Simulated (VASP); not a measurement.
FeB4:

```xyz
10
Lattice="4.5187 0.0000 0.0000 0.0000 5.2790 0.0000 0.0000 0.0000 3.0055" Properties=species:S:1:pos:R:3 pbc="T T T"
Fe    0.0000    0.0000    0.0000
Fe    2.2594    2.6395    1.5028
B     1.1255    1.6515    0.0000
B     3.3933    3.6274    0.0000
B     3.3848    0.9879    1.5028
B     1.1339    4.2910    1.5028
B     1.5315    0.6699    1.5028
B     2.9873    4.6090    1.5028
B     3.7908    1.9696    0.0000
B     0.7279    3.3094    0.0000
```

```yaml
Program: VASP 6.6.1
Task: relaxation of cell and atoms
Functional: PBEsol
Potentials_or_basis: VASP PAW PBE potentials, release 64 (Fe, B)
Cutoff: 600 eV
k_mesh: 8 × 8 × 12
Occupations: gaussian, width 0.1 eV
Spin: no spin polarisation
```

At the start: pressure -4.9 GPa; volume 7.17 Å³/atom.

Q: How do energy, volume and symmetry change on relaxing?

A: Over 9 steps the energy falls by 2.3 meV/atom and the volume is 7.04 Å³/atom (-1.8 %); space group Pnnm (No. 58, to 0.05 Å).

The path:
| step | energy change (eV) | largest force (eV/Å) | pressure (GPa) | volume (Å³) |
| --- | --- | --- | --- | --- |
| 1 | 0.0000 | 0.0620 | -4.92 | 71.69 |
| 2 | -0.0073 | 0.0759 | 4.55 | 69.43 |
| 3 | -0.0204 | 0.0703 | 0.21 | 70.43 |
| 4 | -0.0225 | 0.0546 | 0.01 | 70.37 |
| 5 | -0.0225 | 0.0503 | 0.01 | 70.38 |
| 6 | -0.0230 | 0.0288 | 0.01 | 70.37 |
| 7 | -0.0230 | 0.0365 | 0.01 | 70.37 |
| 8 | -0.0232 | 0.0052 | 0.01 | 70.37 |
| 9 | -0.0232 | 0.0028 | 0.05 | 70.37 |

Final structure:
```
CELL_PARAMETERS angstrom
4.46775 0.00000 0.00000
0.00000 5.26401 0.00000
0.00000 0.00000 2.99214
ATOMIC_POSITIONS crystal
Fe 0.00000 0.00000 0.00000
Fe 0.50000 0.50000 0.50000
B 0.25068 0.31255 0.00000
B 0.74931 0.68745 0.00000
B 0.75069 0.18745 0.50000
B 0.24931 0.81255 0.50000
B 0.33842 0.12655 0.50000
B 0.66158 0.87345 0.50000
B 0.83842 0.37345 0.00000
B 0.16158 0.62655 0.00000
```

Caveat: the PAW data sets were made with another functional, which shifts forces and pressure a little.
